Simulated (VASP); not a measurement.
# H8CO6 in VASP: notebook

Runs on H8CO6. Level: r2SCAN. Tasks: single point.

Program: VASP 6.6.1. These are calculated values, not measurements. Logs are shortened: lines on timing, memory, paths and dates and some standing lists are left out, and cuts for length are marked.

### Step 1. The cell of the first run

The cell holds a disordered packing, 15 atoms: a = 5.893 Å, b = 5.893 Å, c = 5.893 Å, α = 90.00°, β = 90.00°, γ = 90.00°.

### Step 2. Single point, r2SCAN

Contents of POSCAR:

```
H8CO6
1.0
    5.8925310000      0.0000000000      0.0000000000
    0.0000000000      5.8925310000      0.0000000000
    0.0000000000      0.0000000000      5.8925310000
O H C
6 8 1
Direct
    0.1995916526      0.4182413296      0.6124193492
    0.1326424927      0.7983666102      0.3011948516
    0.8342425352      0.1558243817      0.3932605531
    0.6053086526      0.2585137015      0.7747434846
    0.6692540099      0.6405906053      1.1785597734
    0.8746326494      0.7402082399      0.8506361698
    0.1069659201      0.5144139250      0.7075227945
    0.1253620897      0.2943047733      0.5311300017
    0.2741266868      0.8768558027      0.3107153785
    0.1548400848      0.6641119071      0.3875244780
    0.8878527750      0.0126091827      0.3378853671
    0.7337763688      0.1403980734      0.5287032007
    0.5925976461      0.2580894356      0.9353875270
    0.4482623850      0.3076436933      0.7446206053
    0.7844676591      0.6808788957      1.0168635515
```

Contents of INCAR.step1:

```
SYSTEM = H8CO6
ALGO     = Normal         ! electronic algorithm
EDIFF    = 1E-5           ! SCF threshold, eV
ENCUT    = 1100           ! plane-wave cutoff, eV
GGA      = PE             ! functional
GGA_COMPAT= .False.      
ISMEAR   = -1             ! smearing method
LASPH    = .True.         ! aspherical terms in the spheres
LCHARG   = .False.        ! write CHGCAR
LREAL    = Auto         
LWAVE    = .True.         ! write WAVECAR
NBANDS   = 37             ! bands
NELM     = 120            ! most SCF steps
PREC     = Accurate       ! precision mode
SIGMA    = 0.05           ! smearing width, eV
```

Contents of INCAR.step2:

```
SYSTEM = H8CO6
ALGO     = Normal         ! electronic algorithm
EDIFF    = 1E-6           ! SCF threshold, eV
ENCUT    = 1100           ! plane-wave cutoff, eV
GGA_COMPAT= .False.      
ISIF     = 2              ! what is computed and relaxed
ISMEAR   = -1             ! smearing method
ISTART   = 1            
LASPH    = .True.         ! aspherical terms in the spheres
LCHARG   = .False.        ! write CHGCAR
LMIXTAU  = .True.       
LREAL    = Auto         
LWAVE    = .False.        ! write WAVECAR
METAGGA  = R2SCAN         ! meta-GGA
NBANDS   = 37             ! bands
NELM     = 120            ! most SCF steps
PREC     = Accurate       ! precision mode
SIGMA    = 0.05           ! smearing width, eV
```

Contents of KPOINTS:

```
k-points
0
Gamma
  1 1 1
  0 0 0
```

Potentials or basis: VASP PAW PBE potentials, release 64 (O_h, H_h, C_h).

Run with:

```sh
cat potpaw_PBE.64/O_h/POTCAR potpaw_PBE.64/H_h/POTCAR potpaw_PBE.64/C_h/POTCAR > POTCAR
cp INCAR.step1 INCAR
mpirun -np 1 vasp_gam > vasp.out
cp INCAR.step2 INCAR
mpirun -np 1 vasp_gam > vasp.out
```

OUTCAR:

```text
SYSTEM = H8CO6
   EDIFF = 1E-6
   ENCUT = 1100
   ISIF = 2
   ISMEAR = -1
   ISTART = 1
   LASPH = .True.
   LREAL = Auto
   METAGGA = R2SCAN
   NELM = 120
   PREC = Accurate

 ion  position               nearest neighbor table
   1  0.200  0.418  0.612-   7 0.97   8 0.98
   2  0.133  0.798  0.301-  10 0.95   9 0.96
   3  0.834  0.156  0.393-  11 0.96  12 1.00
   4  0.605  0.259  0.775-  13 0.95  14 0.99
   5  0.669  0.641  0.179-  15 1.19
   6  0.875  0.740  0.851-  15 1.17
   7  0.107  0.514  0.708-   1 0.97
   8  0.125  0.294  0.531-   1 0.98
   9  0.274  0.877  0.311-   2 0.96
  10  0.155  0.664  0.388-   2 0.95
  11  0.888  0.013  0.338-   3 0.96
  12  0.734  0.140  0.529-   3 1.00
  13  0.593  0.258  0.935-   4 0.95
  14  0.448  0.308  0.745-   4 0.99
  15  0.784  0.681  0.017-   6 1.17   5 1.19

  LATTYP: Found a simple cubic cell.
 ALAT       =     5.8925310000

  Lattice vectors:

 A1 = (   5.8925310000,   0.0000000000,   0.0000000000)
 A2 = (   0.0000000000,   5.8925310000,   0.0000000000)
 A3 = (   0.0000000000,   0.0000000000,   5.8925310000)

Analysis of symmetry for initial positions (statically):
=====================================================================
 Subroutine PRICEL returns:
 Original cell was already a primitive cell.

 Routine SETGRP: Setting up the symmetry group for a
 simple cubic supercell.

 Subroutine GETGRP returns: Found  1 space group operations
 (whereof  1 operations were pure point group operations)
 out of a pool of 48 trial point group operations.

The static configuration has the point symmetry C_1 .

Analysis of symmetry for dynamics (positions and initial velocities):
=====================================================================
 Subroutine PRICEL returns:
 Original cell was already a primitive cell.

 Routine SETGRP: Setting up the symmetry group for a
 simple cubic supercell.

 Subroutine GETGRP returns: Found  1 space group operations
 (whereof  1 operations were pure point group operations)
 out of a pool of 48 trial point group operations.

The dynamic configuration has the point symmetry C_1 .

 Subroutine INISYM returns: Found  1 space group operations
 (whereof  1 operations are pure point group operations),
 and found     1 'primitive' translations

----------------------------------------------------------------------------------------

                                     Primitive cell

  volume of cell :     204.6000

  direct lattice vectors                    reciprocal lattice vectors
     5.892531000  0.000000000  0.000000000     0.169706362  0.000000000  0.000000000
     0.000000000  5.892531000  0.000000000     0.000000000  0.169706362  0.000000000
     0.000000000  0.000000000  5.892531000     0.000000000  0.000000000  0.169706362

  length of vectors
     5.892531000  5.892531000  5.892531000     0.169706362  0.169706362  0.169706362

  position of ions in fractional coordinates (direct lattice)
     0.199591653  0.418241330  0.612419349
     0.132642493  0.798366610  0.301194852
     0.834242535  0.155824382  0.393260553
     0.605308653  0.258513702  0.774743485
     0.669254010  0.640590605  0.178559773
     0.874632649  0.740208240  0.850636170
     0.106965920  0.514413925  0.707522795
     0.125362090  0.294304773  0.531130002
     0.274126687  0.876855803  0.310715378
     0.154840085  0.664111907  0.387524478
     0.887852775  0.012609183  0.337885367
     0.733776369  0.140398073  0.528703201
     0.592597646  0.258089436  0.935387527
     0.448262385  0.307643693  0.744620605
     0.784467659  0.680878896  0.016863552

  ion indices of the primitive-cell ions
   primitive index   ion index
                 1           1
                 2           2
                 3           3
                 4           4
                 5           5
                 6           6
                 7           7
                 8           8
                 9           9
                10          10
                11          11
                12          12
                13          13
                14          14
                15          15

----------------------------------------------------------------------------------------

 KPOINTS: k-points

Automatic generation of k-mesh.
 Grid dimensions read from file:
 generate k-points for:    1    1    1

 Generating k-lattice:

  Cartesian coordinates                     Fractional coordinates (reciprocal lattice)
     0.169706362  0.000000000  0.000000000     1.000000000  0.000000000  0.000000000
     0.000000000  0.169706362  0.000000000     0.000000000  1.000000000  0.000000000
     0.000000000  0.000000000  0.169706362     0.000000000  0.000000000  1.000000000

  Length of vectors
     0.169706362  0.169706362  0.169706362

  Shift w.r.t. Gamma in fractional coordinates (k-lattice)
     0.000000000  0.000000000  0.000000000

 Subroutine IBZKPT returns following result:
 ===========================================

 Found      1 irreducible k-points:

 Following reciprocal coordinates:
            Coordinates               Weight
  0.000000  0.000000  0.000000      1.000000
   k-points           NKPTS =      1   k-points in BZ     NKDIM =      1   number of bands    NBANDS=     37
   number of dos      NEDOS =    301   number of ions     NIONS =     15
   total plane-waves  NPLWV = 262144
   dimension x,y,z NGX =    64 NGY =   64 NGZ =   64
   dimension x,y,z NGXF=   128 NGYF=  128 NGZF=  128
   ions per type =               6   8   1
   NGX,Y,Z   is equivalent  to a cutoff of  18.06, 18.06, 18.06 a.u.
   NGXF,Y,Z  is equivalent  to a cutoff of  36.11, 36.11, 36.11 a.u.
 SYSTEM =  H8CO6
   PREC   = accura    normal or accurate (medium, high low for compatibility)
   ISTART =      1    job   : 0-new  1-cont  2-samecut
   ICHARG =      0    charge: 1-file 2-atom 10-const
   ISPIN  =      1    spin polarized calculation?
   LNONCOLLINEAR =      F non collinear calculations
   LSORBIT =      F    spin-orbit coupling
   LASPH  =      T    aspherical Exc in radial PAW
   ENCUT  = 1100.0 eV  80.85 Ry    8.99 a.u.  15.94 15.94 15.94*2*pi/ulx,y,z
   NELM   =    120;   NELMIN=  2; NELMDL=  0     # of ELM steps
   EDIFF  = 0.1E-05   stopping-criterion for ELM
   LREAL  =      T    real-space projection
   EDIFFG = 0.1E-04   stopping-criterion for IOM
   NSW    =      0    number of steps for IOM
   IBRION =     -1    ionic relax: 0-MD 1-quasi-New 2-CG
   NFREE  =      0    steps in history (QN), initial steepest desc. (CG)
   ISIF   =      2    stress and relaxation
   ISYM   =      2    0-nonsym 1-usesym 2-fastsym
   POTIM  = 0.5000    time-step for ionic-motion
   TEBEG  =    0.0;   TEEND  =   0.0 temperature during run
   PSTRESS=    0.0 pullay stress
   NELECT =      48.0000    total number of electrons
   NUPDOWN=      -1.0000    fix difference up-down
   EMIN   =  10.00;   EMAX   =-10.00  energy-range for DOS
   EFERMI =   0.00;   METHOD = LEGACY
   ISMEAR =    -1;   SIGMA  =   0.05  broadening in eV -4-tet -1-fermi 0-gaus
   EFERMI_NEDOS =   21; number of points for ismear=-14 and -15
   IALGO  =     38    algorithm
   IMIX   =      4    mixing-type and parameters
     AMIX     =   0.40;   BMIX     =  1.00
     AMIX_MAG =   1.60;   BMIX_MAG =  1.00
  volume/ion in A,a.u.               =      13.64        92.05
  Fermi-wavevector in a.u.,A,eV,Ry     =   1.009687  1.908031 13.870698  1.019468
  Thomas-Fermi vector in A             =   2.142630
   LORBIT       =      0    0 simple, 1 ext, 2 COOP (PROOUT), +10 PAW based schemes
   METAGGA = R2SCAN    functional components
   LHFCALC =     F    Hartree Fock is set to
   AEXX    =    0.0000 exact exchange contribution
   IVDW    =     0    specifies the selected vdW correction
   LEPSILON=     F    determine dielectric tensor
   LRPA    =     F    only Hartree local field effects (RPA)
 non-spin polarized calculation
  energy-cutoff  :     1100.00
  volume of cell :      204.60
 maximum number of plane-waves:      8440
 NGX is ok and might be reduce to    64
   NGX = 31   NGY = 31   NGZ = 31

 number of electron      48.0000000 magnetization

 Free energy of the ion-electron system (eV)
  ---------------------------------------------------
  ext. energy  EPLUGINS =         0.00000000
  ---------------------------------------------------
  free energy    TOTEN  =       -88.77980080 eV

  energy without entropy =      -88.77980080  energy(sigma->0) =      -88.77980080

 E-fermi :  -2.7211     XC(G=0):  -6.3283

 val. band max:       -4.0084273508   @ k =   0.0000   0.0000   0.0000
 cond. band min:       1.0784833261   @ k =   0.0000   0.0000   0.0000
 fundamental gap:      5.0869106769
 Fermi energy:        -2.7211480493

 k-point     1 :       0.0000    0.0000    0.0000
  band No.  band energies     occupation
      1     -27.3364      2.00000
      2     -26.0725      2.00000
      3     -24.0221      2.00000
      4     -23.7852      2.00000
      5     -23.4946      2.00000
      6     -22.5982      2.00000
[... 28 lines left out ...]
     35       8.0816      0.00000
     36       8.3593      0.00000
 [bands above 36 left out]

------------------------ aborting loop because EDIFF is reached ----------------------------------------

  FORCE on cell =-STRESS in cart. coord.  units (eV):
  Direction    XX          YY          ZZ          XY          YZ          ZX
  --------------------------------------------------------------------------------------
  -------------------------------------------------------------------------------------
  Total       -1.5856417      0.2263893     -3.2543256     -0.6477245     -0.5393245      2.6480927
  in kB      -12.4168095      1.7728045    -25.4839035     -5.0721874     -4.2233312     20.7366279
  external PRESSURE =     -12.0426362 kB  Pullay stress =       0.0000000 kB

 VOLUME and BASIS-vectors are now :
 -----------------------------------------------------------------------------
  energy-cutoff  :     1100.00
  volume of cell :      204.60
      direct lattice vectors                 reciprocal lattice vectors
     5.892531000  0.000000000  0.000000000     0.169706362  0.000000000  0.000000000
     0.000000000  5.892531000  0.000000000     0.000000000  0.169706362  0.000000000
     0.000000000  0.000000000  5.892531000     0.000000000  0.000000000  0.169706362

 POSITION                                       TOTAL-FORCE (eV/Angst)
 -----------------------------------------------------------------------------------
      1.17610      2.46450      3.60870         1.222546      0.186708     -0.240100
      0.78160      4.70440      1.77480        -0.338141      0.727993     -0.641255
      4.91580      0.91820      2.31730        -0.562517      0.742696      0.507174
      3.56680      1.52330      4.56520        -1.066200      0.295365      0.060630
      3.94360      3.77470      1.05217         2.013820      0.250159     -2.440445
      5.15380      4.36170      5.01240         0.103797     -0.632436      0.737370
      0.63030      3.03120      4.16910        -0.648774     -0.731252     -0.371464
      0.73870      1.73420      3.12970        -1.112322      0.605941      0.567987
      1.61530      5.16690      1.83090         0.301204      0.087378     -0.052118
      0.91240      3.91330      2.28350         0.201788     -0.963109      0.652828
      5.23170      0.07430      1.99100         0.034927     -0.540927      0.464788
      4.32380      0.82730      3.11540         0.982997     -0.124938     -0.898488
      3.49190      1.52080      5.51180         0.693431     -0.382548      0.975795
      2.64140      1.81280      4.38770         0.296329      0.107684     -0.873128
      4.62250      4.01210      0.09937        -2.122885      0.371285      1.550427
 -----------------------------------------------------------------------------------
    total drift:                               -0.006395     -0.000580      0.005689

  FREE ENERGIE OF THE ION-ELECTRON SYSTEM (eV)
  ---------------------------------------------------
  free  energy   TOTEN  =       -88.7798008025 eV

  energy  without entropy=      -88.7798008025  energy(sigma->0) =      -88.77980080
```

It took 98 s on 1 thread of Intel Xeon 6975P-C (Granite Rapids), shared host; peak memory 0.6 GiB.

What came out:

- Free energy: -88.7798 eV
- Pressure: -1.2 GPa
- Largest force: 3.174 eV/Å

Forces on the atoms (eV/Å):
```
O    1.223  0.187 -0.240
O   -0.338  0.728 -0.641
O   -0.563  0.743  0.507
O   -1.066  0.295  0.061
O    2.014  0.250 -2.440
O    0.104 -0.632  0.737
H   -0.649 -0.731 -0.371
H   -1.112  0.606  0.568
H    0.301  0.087 -0.052
H    0.202 -0.963  0.653
H    0.035 -0.541  0.465
H    0.983 -0.125 -0.898
H    0.693 -0.383  0.976
H    0.296  0.108 -0.873
C   -2.123  0.371  1.550
```

Stress tensor (GPa, compression positive):
```
-1.24 -0.51  2.07
-0.51  0.18 -0.42
 2.07 -0.42 -2.55
```

Caveat: the k points lie up to 1.07 Å⁻¹ apart, too coarse for converged energies, forces and pressures; the PAW data sets were made with another functional, which shifts forces and pressure a little.

### Step 3. Single point, r2SCAN

Contents of POSCAR:

```
H8CO6
1.0
    5.8925310000      0.0000000000      0.0000000000
    0.0000000000      5.8925310000      0.0000000000
    0.0000000000      0.0000000000      5.8925310000
O H C
6 8 1
Direct
    0.2091291501      0.4335827847      0.6234842040
    0.1477633295      0.7942936575      0.3010421159
    0.8360244520      0.1922942790      0.3910204291
    0.6043243557      0.2764007521      0.7754562513
    0.6833735792      0.6479558614      1.1837018762
    0.8898213688      0.7415489201      0.8529781176
    0.1153833556      0.5289407896      0.7232376037
    0.1338474078      0.3398539609      0.5130732448
    0.2850388059      0.8856465923      0.3103589951
    0.1843520212      0.6630936689      0.3913428712
    0.9048912937      0.0482644894      0.3900361322
    0.7864701942      0.2367743165      0.5358648092
    0.5500352904      0.1970460571      0.9011407831
    0.4608036852      0.3464894796      0.7247649609
    0.7870811371      0.7057069365      1.0159131959
```

Contents of INCAR.step1:

```
SYSTEM = H8CO6
PREC     = Accurate       ! precision mode
ENCUT    = 1100           ! plane-wave cutoff, eV
ISMEAR   = -1             ! smearing method
SIGMA    = 0.05           ! smearing width, eV
LREAL    = Auto         
LASPH    = .TRUE.         ! aspherical terms in the spheres
NELM     = 120            ! most SCF steps
NBANDS   = 37             ! bands
GGA      = PE             ! functional
ALGO     = Normal         ! electronic algorithm
EDIFF    = 1E-5           ! SCF threshold, eV
LWAVE    = .TRUE.         ! write WAVECAR
LCHARG   = .FALSE.        ! write CHGCAR
GGA_COMPAT= .FALSE.
```

Contents of INCAR.step2:

```
SYSTEM = H8CO6
PREC     = Accurate       ! precision mode
ENCUT    = 1100           ! plane-wave cutoff, eV
EDIFF    = 1E-6           ! SCF threshold, eV
ISMEAR   = -1             ! smearing method
SIGMA    = 0.05           ! smearing width, eV
LREAL    = Auto         
LASPH    = .TRUE.         ! aspherical terms in the spheres
NELM     = 120            ! most SCF steps
ALGO     = Normal         ! electronic algorithm
ISIF     = 2              ! what is computed and relaxed
LWAVE    = .FALSE.        ! write WAVECAR
LCHARG   = .FALSE.        ! write CHGCAR
METAGGA  = R2SCAN         ! meta-GGA
LMIXTAU  = .TRUE.       
NBANDS   = 37             ! bands
ISTART   = 1            
GGA_COMPAT= .FALSE.
```

Contents of KPOINTS:

```
regular mesh
0
G
  1 1 1
  0 0 0
```

Potentials or basis: VASP PAW PBE potentials, release 64 (O_h, H_h, C_h).

Run with:

```sh
cat potpaw_PBE.64/O_h/POTCAR potpaw_PBE.64/H_h/POTCAR potpaw_PBE.64/C_h/POTCAR > POTCAR
cp INCAR.step1 INCAR
mpirun -np 1 vasp_gam > vasp.out
cp INCAR.step2 INCAR
mpirun -np 1 vasp_gam > vasp.out
```

Wall time 95 s (1 thread of Intel Xeon 6975P-C (Granite Rapids), shared host); peak memory 0.59 GiB.

Results (log left out):

```
Free energy   : -88.6355 eV
Pressure      : -0.4 GPa
Largest force : 5.275 eV/Å
```

Forces on the atoms (eV/Å):
```
O    0.947  1.031  0.633
O    0.433  0.880 -0.121
O    0.587  1.208 -2.189
O   -0.199  1.043 -0.878
O    2.035  1.739 -3.790
O    0.161  0.498 -0.427
H   -0.182 -0.945 -0.999
H   -1.223 -0.013  0.213
H   -0.414 -0.363 -0.106
H    0.068 -0.254  0.309
H    0.417 -1.287  0.464
H   -0.701 -0.296  1.572
H   -0.026 -0.967  1.485
H    0.378 -0.007 -0.345
C   -2.281 -2.268  4.181
```

Stress tensor (GPa, compression positive):
```
-0.73 -0.92  1.21
-0.92  0.47 -0.52
 1.21 -0.52 -0.91
```

Levels at points of the mesh, in eV from the Fermi level:
```
           k point  band 22  band 23  band 24  band 25  band 26  band 27
(0.00, 0.00, 0.00)    -1.82    -1.68    -1.26     3.96     5.62     5.89
```

Caveat: the k points lie up to 1.07 Å⁻¹ apart, too coarse for converged energies, forces and pressures; the PAW data sets were made with another functional, which shifts forces and pressure a little.
